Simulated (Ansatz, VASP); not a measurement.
# Zr2Si3: VASP beside Ansatz

```
CELL_PARAMETERS angstrom
4.50178 0.00000 0.00000
-2.25089 3.89865 0.00000
0.00000 0.00000 5.24028
ATOMIC_POSITIONS crystal
Zr 0.66667 0.33333 0.50000
Zr 0.33333 0.66667 0.00000
Si 0.00000 0.00000 0.75229
Si 0.00000 0.00000 0.24771
Si 0.66667 0.33333 0.00000
```

Change from the starting cell: species swapped into the Fe3Ge2 type (P-6m2, No. 187).

Alike in both runs: functional PBE; k mesh 12 × 12 × 8; occupations gaussian, width 0.1 eV; no spin polarisation.

Ansatz relaxed the structure, and its values are those at the end. VASP's run is a single point on that final structure, the one shown.

```csv
,VASP,Ansatz
version,VASP 6.6.1,Ansatz 0.2.0
potentials or method,"VASP PAW PBE potentials, release 64 (Zr_sv, Si), cutoff 520 eV","scalar-relativistic, plane waves, PAW"
valence electrons in the cell,36,36
```

```csv
,VASP,Ansatz,Ansatz less VASP
gap on the k mesh at the Fermi level (eV),none,none,-
pressure (GPa),0.0,0.0,-0.03
```

A gap of «none» marks a metal or a gap that the smearing closes.
